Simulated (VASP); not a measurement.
Input of a VASP 6.6.1 run:

INCAR

```
  PREC = Accurate
  ENCUT = 520
  EDIFF = 1E-6
  ISMEAR = 0
  SIGMA = 0.05
  LREAL = F
  LASPH = T
  NELM = 80
  ALGO = Normal
  ISIF = 2
  LWAVE = F
  LCHARG = F
  GGA = PS
  NBANDS = 15
```

File KPOINTS:

```
regular mesh
0
Gamma
  8 8 8
```

Contents of POSCAR:

```
BaS
1.0
    0.0000000000      3.1663007200      3.2137952308
    3.1663007200      0.0000000000      3.2137952308
    3.1663007200      3.1663007200      0.0000000000
Ba S
1 1
Direct
    0.0000000000      0.0000000000      0.0000000000
    0.5000000000      0.5000000000      0.5000000000
```

Potentials or basis: VASP PAW PBE potentials, release 64 (Ba_sv, S).

The run is started by

```sh
$ cat potpaw_PBE.64/Ba_sv/POTCAR potpaw_PBE.64/S/POTCAR > POTCAR
$ mpirun -np 1 vasp_std > vasp.out
```

Task: Predict the pressure.

Result: 0.0 GPa.

Task: Estimate the band gap on the k mesh.

Result: 1.94 eV, indirect (least direct gap 2.07 eV).

Stress tensor (GPa, compression positive):
```
 0.41  0.00  0.00
 0.00  0.41  0.00
 0.00  0.00 -0.86
```

Caveat: the cell differs from its parent crystal (strain +0.0150 x Voigt [0, 0, 1, 0, 0, 0]); the PAW data sets were made with another functional, which shifts forces and pressure a little; spin-orbit coupling is left out, which moves the levels of the heavy elements. A k mesh can miss the band edges.
